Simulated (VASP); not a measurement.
# Cd4S3 (P3m1) in VASP: a series of runs, part 2 of 2

VASP 6.6.1.

## Step 3: Single point, PBE

File INCAR:

```
PREC = Accurate
ENCUT = 630
EDIFF = 1E-6
ISMEAR = 0
SIGMA = 0.2
LREAL = F
LASPH = T
NELM = 120
ALGO = Normal
ISIF = 2
LWAVE = F
LCHARG = F
GGA = PE
NBANDS = 58
GGA_COMPAT = F
```

File KPOINTS:

```
Automatic mesh
0
Gamma
  6 6 2
```

File POSCAR:

```
Cd4S3
1.0
    4.0993760027      0.0000000000      0.0000000000
   -2.0496880014      3.5501637580      0.0000000000
    0.0000000000      0.0000000000     12.7187399907
Cd S
4 3
Direct
    0.0000000000      1.0000000000      0.5558913227
    0.3333333333      0.6666666667      0.8456940291
    0.3333333333      0.6666666667      0.2818060381
    0.0000000000      1.0000000000      0.0056484234
    0.3333333333      0.6666666667      0.4811613029
    0.0000000000      1.0000000000      0.7558533881
    0.0000000000      1.0000000000      0.2075454957
```

Potentials or basis: VASP PAW PBE potentials, release 64 (Cd_sv_GW, S).

The run is started by

```console
cat potpaw_PBE.64/Cd_sv_GW/POTCAR potpaw_PBE.64/S/POTCAR > POTCAR
mpirun -np 1 vasp_std > vasp.out
```

OUTCAR:

```text
PREC = Accurate
   ENCUT = 630
   EDIFF = 1E-6
   ISMEAR = 0
   LREAL = F
   LASPH = T
   NELM = 120
   ISIF = 2
   GGA = PE

 ion  position               nearest neighbor table
   1  0.000  0.000  0.556-   6 2.54   5 2.55   5 2.55   5 2.55
   2  0.333  0.667  0.846-   6 2.63   6 2.63   6 2.63
   3  0.333  0.667  0.282-   5 2.54   7 2.55   7 2.55   7 2.55
   4  0.000  0.000  0.006-   7 2.57
   5  0.333  0.667  0.481-   3 2.54   1 2.55   1 2.55   1 2.55
   6  0.000  0.000  0.756-   1 2.54   2 2.63   2 2.63   2 2.63
   7  0.000  0.000  0.208-   3 2.55   3 2.55   3 2.55   4 2.57

  LATTYP: Found a hexagonal cell.
 ALAT       =     4.0993760027
 C/A-ratio  =     3.1026039042

  Lattice vectors:

 A1 = (   4.0993760027,   0.0000000000,   0.0000000000)
 A2 = (  -2.0496880014,   3.5501637580,   0.0000000000)
 A3 = (   0.0000000000,   0.0000000000,  12.7187399907)

Analysis of symmetry for initial positions (statically):
=====================================================================
 Subroutine PRICEL returns:
 Original cell was already a primitive cell.

 Routine SETGRP: Setting up the symmetry group for a
 hexagonal supercell.

 Subroutine GETGRP returns: Found  6 space group operations
 (whereof  6 operations were pure point group operations)
 out of a pool of 24 trial point group operations.

The static configuration has the point symmetry C_3v.

Analysis of symmetry for dynamics (positions and initial velocities):
=====================================================================
 Subroutine PRICEL returns:
 Original cell was already a primitive cell.

 Routine SETGRP: Setting up the symmetry group for a
 hexagonal supercell.

 Subroutine GETGRP returns: Found  6 space group operations
 (whereof  6 operations were pure point group operations)
 out of a pool of 24 trial point group operations.

The dynamic configuration has the point symmetry C_3v.

 Subroutine INISYM returns: Found  6 space group operations
 (whereof  6 operations are pure point group operations),
 and found     1 'primitive' translations

----------------------------------------------------------------------------------------

                                     Primitive cell

  volume of cell :     185.1016

  direct lattice vectors                    reciprocal lattice vectors
     4.099376003  0.000000000  0.000000000     0.243939565  0.140838574  0.000000000
    -2.049688001  3.550163758  0.000000000     0.000000000  0.281677147  0.000000000
     0.000000000  0.000000000 12.718739991     0.000000000  0.000000000  0.078624140

  length of vectors
     4.099376003  4.099376003 12.718739991     0.281677147  0.281677147  0.078624140

  position of ions in fractional coordinates (direct lattice)
     0.000000000  0.000000000  0.555891323
     0.333333333  0.666666667  0.845694029
     0.333333333  0.666666667  0.281806038
     0.000000000  0.000000000  0.005648423
     0.333333333  0.666666667  0.481161303
     0.000000000  0.000000000  0.755853388
     0.000000000  0.000000000  0.207545496
[... 41 lines left out ...]
  0.333333  0.000000  0.000000      6.000000
  0.500000  0.000000  0.000000      3.000000
  0.166667  0.166667  0.000000      6.000000
  0.333333  0.166667  0.000000     12.000000
  0.333333  0.333333  0.000000      2.000000
  0.000000  0.000000  0.500000      1.000000
  0.166667  0.000000  0.500000      6.000000
  0.333333  0.000000  0.500000      6.000000
  0.500000  0.000000  0.500000      3.000000
  0.166667  0.166667  0.500000      6.000000
  0.333333  0.166667  0.500000     12.000000
  0.333333  0.333333  0.500000      2.000000
   k-points           NKPTS =     14   k-points in BZ     NKDIM =     14   number of bands    NBANDS=     58
   number of dos      NEDOS =    301   number of ions     NIONS =      7
   total plane-waves  NPLWV = 139968
   dimension x,y,z NGX =    36 NGY =   36 NGZ =  108
   dimension x,y,z NGXF=    72 NGYF=   72 NGZF=  216
   ions per type =               4   3
   NGX,Y,Z   is equivalent  to a cutoff of  14.60, 14.60, 14.12 a.u.
   NGXF,Y,Z  is equivalent  to a cutoff of  29.20, 29.20, 28.23 a.u.
 SYSTEM =  unknown system
   PREC   = accura    normal or accurate (medium, high low for compatibility)
   ISTART =      0    job   : 0-new  1-cont  2-samecut
   ICHARG =      2    charge: 1-file 2-atom 10-const
   ISPIN  =      1    spin polarized calculation?
   LNONCOLLINEAR =      F non collinear calculations
   LSORBIT =      F    spin-orbit coupling
   LASPH  =      T    aspherical Exc in radial PAW
   ENCUT  =  630.0 eV  46.30 Ry    6.80 a.u.   8.39  8.39 26.03*2*pi/ulx,y,z
   NELM   =    120;   NELMIN=  2; NELMDL= -5     # of ELM steps
   EDIFF  = 0.1E-05   stopping-criterion for ELM
   LREAL  =      F    real-space projection
   EDIFFG = 0.1E-04   stopping-criterion for IOM
   NSW    =      0    number of steps for IOM
   IBRION =     -1    ionic relax: 0-MD 1-quasi-New 2-CG
   NFREE  =      0    steps in history (QN), initial steepest desc. (CG)
   ISIF   =      2    stress and relaxation
   ISYM   =      2    0-nonsym 1-usesym 2-fastsym
   POTIM  = 0.5000    time-step for ionic-motion
   TEBEG  =    0.0;   TEEND  =   0.0 temperature during run
   PSTRESS=    0.0 pullay stress
   NELECT =      98.0000    total number of electrons
   NUPDOWN=      -1.0000    fix difference up-down
   EMIN   =  10.00;   EMAX   =-10.00  energy-range for DOS
   EFERMI =   0.00;   METHOD = LEGACY
   ISMEAR =     0;   SIGMA  =   0.20  broadening in eV -4-tet -1-fermi 0-gaus
   EFERMI_NEDOS =   21; number of points for ismear=-14 and -15
   IALGO  =     38    algorithm
   IMIX   =      4    mixing-type and parameters
     AMIX     =   0.40;   BMIX     =  1.00
     AMIX_MAG =   1.60;   BMIX_MAG =  1.00
  volume/ion in A,a.u.               =      26.44       178.45
  Fermi-wavevector in a.u.,A,eV,Ry     =   1.324383  2.502720 23.864471  1.753989
  Thomas-Fermi vector in A             =   2.453921
   LORBIT       =      0    0 simple, 1 ext, 2 COOP (PROOUT), +10 PAW based schemes
   GGA     = PE    functional components
   LHFCALC =     F    Hartree Fock is set to
   AEXX    =    0.0000 exact exchange contribution
   IVDW    =     0    specifies the selected vdW correction
   LEPSILON=     F    determine dielectric tensor
   LRPA    =     F    only Hartree local field effects (RPA)
 non-spin polarized calculation
 Gauss-broadening in eV      SIGMA  =   0.20
  energy-cutoff  :      630.00
  volume of cell :      185.10
 maximum number of plane-waves:      6700
 NGX is ok and might be reduce to    36
   NGX = 17   NGY = 17   NGZ = 53

 number of electron      98.0000015 magnetization

 Free energy of the ion-electron system (eV)
  ---------------------------------------------------
  ext. energy  EPLUGINS =         0.00000000
  ---------------------------------------------------
  free energy    TOTEN  =       -18.58059359 eV

  energy without entropy =      -18.56730219  energy(sigma->0) =      -18.57394789

 E-fermi :   3.4442     XC(G=0):  -9.1512

 val. band max:        3.3482659942   @ k =   0.3333   0.3333   0.0000
 cond. band min:       3.4451374136   @ k =   0.3333   0.3333   0.5000
 fundamental gap:      0.0968714194
 Fermi energy:         3.4442272533

 k-point     1 :       0.0000    0.0000    0.0000
  band No.  band energies     occupation
      1     -99.2177      2.00000
      2     -98.9118      2.00000
      3     -98.8926      2.00000
      4     -98.7342      2.00000
      5     -60.2845      2.00000
      6     -60.2845      2.00000
[... 843 lines left out ...]
     57       8.9078      0.00000
     58       9.5157      0.00000

------------------------ aborting loop because EDIFF is reached ----------------------------------------

  FORCE on cell =-STRESS in cart. coord.  units (eV):
  Direction    XX          YY          ZZ          XY          YZ          ZX
  --------------------------------------------------------------------------------------
  -------------------------------------------------------------------------------------
  Total       -0.1557733     -0.1557733     -0.0687889      0.0000000      0.0000000      0.0000000
  in kB       -1.3483210     -1.3483210     -0.5954138      0.0000000      0.0000000      0.0000000
  external PRESSURE =      -1.0973519 kB  Pullay stress =       0.0000000 kB

 VOLUME and BASIS-vectors are now :
 -----------------------------------------------------------------------------
  energy-cutoff  :      630.00
  volume of cell :      185.10
      direct lattice vectors                 reciprocal lattice vectors
     4.099376003  0.000000000  0.000000000     0.243939565  0.140838574  0.000000000
    -2.049688001  3.550163758  0.000000000     0.000000000  0.281677147  0.000000000
     0.000000000  0.000000000 12.718739991     0.000000000  0.000000000  0.078624140

 POSITION                                       TOTAL-FORCE (eV/Angst)
 -----------------------------------------------------------------------------------
      0.00000      0.00000      7.07024         0.000000     -0.000000      0.003170
     -0.00000      2.36678     10.75616        -0.000000     -0.000000     -0.030746
     -0.00000      2.36678      3.58422         0.000000      0.000000      0.000467
      0.00000      0.00000      0.07184         0.000000     -0.000000      0.018737
     -0.00000      2.36678      6.11977         0.000000     -0.000000      0.003176
      0.00000      0.00000      9.61350         0.000000     -0.000000     -0.001669
      0.00000      0.00000      2.63972         0.000000     -0.000000      0.006864
 -----------------------------------------------------------------------------------
    total drift:                                0.000002     -0.000001     -0.002796

  FREE ENERGIE OF THE ION-ELECTRON SYSTEM (eV)
  ---------------------------------------------------
  free  energy   TOTEN  =       -18.5805935858 eV

  energy  without entropy=      -18.5673021910  energy(sigma->0) =      -18.57394789
```

It took 4.2 min on 1 thread of Intel Xeon Platinum 8375C at 2.90GHz (Ice Lake), shared host; peak memory 0.46 GiB.

Results:

| Property | Result |
| --- | --- |
| Free energy | -18.5806 eV |
| Pressure | -0.1 GPa |
| Largest force | 0.031 eV/Å |
| Band gap on the k mesh | 0.06 eV (least direct gap 0.25 eV) |

Forces on the atoms (eV/Å):
```
Cd   0.000  0.000  0.003
Cd   0.000  0.000 -0.031
Cd   0.000  0.000  0.000
Cd   0.000  0.000  0.019
S    0.000  0.000  0.003
S    0.000  0.000 -0.002
S    0.000  0.000  0.007
```

Stress tensor (GPa, compression positive):
```
-0.13  0.00  0.00
 0.00 -0.13  0.00
 0.00  0.00 -0.06
```

Caveat: the smearing spreads over this small gap; semilocal functionals underestimate gaps, and a narrow one can read as zero. A k mesh can miss the band edges.

The gap in the log of VASP goes by the Fermi energy; the results here count the filled bands.